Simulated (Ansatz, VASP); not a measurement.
Two plane-wave programs on Si2W

```
Si W
1.0
    -1.60125    1.60125    3.90787
     1.60125   -1.60125    3.90787
     1.60125    1.60125   -3.90787
Si W
2 1
Direct
  0.33450 0.33450 0.00000
  0.66550 0.66550 0.00000
  0.00000 0.00000 0.00000
```

Alike in both runs: functional PBEsol; k mesh 18 × 18 × 18; occupations gaussian, width 0.1 eV; no spin polarisation.

Ansatz relaxed the structure, and its values are those at the end. VASP's run is a single point on that final structure, the one shown.

|  | VASP | Ansatz |
| --- | --- | --- |
| version | VASP 6.6.1 | Ansatz 0.2.0 |
| potentials or method | VASP PAW PBE potentials, release 64 (Si, W_sv), cutoff 520 eV | scalar-relativistic, plane waves, PAW |
| valence electrons in the cell | 22 | 22 |

VASP gave:

```
gap on the k mesh at the Fermi level (eV) : none
pressure (GPa)                            : 0.3
```

Question: What did Ansatz give for the same quantities?

Answer: gap on the k mesh at the Fermi level (eV): none; pressure (GPa): 0.0.

VASP's potentials were made for PBE, not for PBEsol. A gap of «none» marks a metal or a gap that the smearing closes.

Spin-orbit coupling is off throughout.
